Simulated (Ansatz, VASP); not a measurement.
## Mg: VASP beside Ansatz

Contents of INCAR:

```
SYSTEM = Mg
PREC = Accurate
ENCUT = 520
EDIFF = 1E-7
ISMEAR = 0
SIGMA = 0.15
LREAL = .FALSE.
LASPH = .TRUE.
NELM = 100
ALGO = Fast
ISIF = 2
LWAVE = .FALSE.
LCHARG = .FALSE.
GGA = PS
NBANDS = 9
```

The input KPOINTS:

```
regular mesh
0
G
  18 18 10
  0 0 0
```

POSCAR

```
Mg
1.0
    3.6906622624      0.0000000000      0.0000000000
   -1.8453311312      2.7793106748      0.0000000000
    0.0000000000      0.0000000000      5.2103300000
Mg
2
Direct
    0.3333333333      0.6666666667      0.2500000000
    0.6666666667      0.3333333333      0.7500000000
```

Input for Ansatz:

```yaml
crystal:
  lattice:
    - [3.6906622624, 0.0, 0.0]
    - [-1.8453311312, 2.7793106748, 0.0]
    - [0.0, 0.0, 5.21033]
  atoms:
    - { symbol: Mg, position: [0.3333333333, 0.6666666667, 0.25] }
    - { symbol: Mg, position: [0.6666666667, 0.3333333333, 0.75] }
basis:
  ecutwfc: 420
kpoints:
  mp_grid: { grid: [18, 18, 10] }
hamiltonian:
  xc: pbesol
scf:
  occupations: { method: gaussian, width: 0.15 }
output:
  forces: true
  stress: true
  eigenvalues: true
```

Change from the starting cell: strain +0.1500 x Voigt [1, 0, 0, 0, 0, 0], atoms carried along.

Alike in both runs: task single point; functional PBEsol; k mesh 18 × 18 × 10; occupations gaussian, width 0.15 eV; no spin polarisation.

```csv
,VASP,Ansatz
version,VASP 6.6.1,Ansatz 0.2.0
potentials or method,"VASP PAW PBE potentials, release 64 (Mg), cutoff 520 eV","scalar-relativistic, plane waves, PAW"
valence electrons in the cell,4,20
```

```csv
,VASP,Ansatz,Ansatz less VASP
gap on the k mesh at the Fermi level (eV),none,none,-
pressure (GPa),-4.2,-4.1,+0.07
"traceless stress, the component that is largest in VASP (GPa)",-1.64,-1.64,+0.005
rms of the force components (eV/Å),0.056,0.056,-0.0004
```

VASP's potentials were made for PBE, not for PBEsol. Atom by atom the forces differ by 0.000 eV/Å (rms over components). A gap of «none» marks a metal or a gap that the smearing closes. VASP's potentials hold 4 valence electrons a cell and Ansatz's 20, so a difference there can come from the potentials and not from the codes.
